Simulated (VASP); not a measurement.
Input of a VASP 6.6.1 run:

File INCAR:

```
SYSTEM = ZnPt
PREC = Accurate ; ENCUT = 520
EDIFF = 1E-6 ; ISMEAR = -1
SIGMA = 0.1 ; LREAL = .False.
LASPH = .True. ; NELM = 80
ALGO = Normal ; ISIF = 2
LWAVE = .False. ; LCHARG = .False.
NBANDS = 18
```

Contents of KPOINTS:

```
regular mesh
0
Gamma
  4 4 3
  0 0 0
```

Contents of POSCAR:

```
ZnPt
1.0
    2.8640000000      0.0000000000      0.0000000000
    0.0000000000      2.8640000000      0.0000000000
    0.0000000000      0.0000000000      3.5100000000
Zn Pt
1 1
Direct
    0.5000000000      0.5000000000      0.5000000000
    0.0000000000      0.0000000000      0.0000000000
```

Potentials or basis: VASP PAW LDA potentials, release 64 (Zn, Pt).

The run is started by

```sh
$ cat potpaw_LDA.64/Zn/POTCAR potpaw_LDA.64/Pt/POTCAR > POTCAR
$ mpirun -np 1 vasp_std > vasp.out
```

Predict the band gap on the k mesh.

zero (band 11 reaches 10.41 eV, above the bottom of band 12 at 6.13 eV).

Predict the pressure.

-10.1 GPa.

Stress tensor (GPa, compression positive):
```
-11.69   0.00   0.00
  0.00 -11.69   0.00
  0.00   0.00  -7.04
```

Caveat: the k points lie up to 0.60 Å⁻¹ apart; spin-orbit coupling is left out, which moves the levels of the heavy elements.
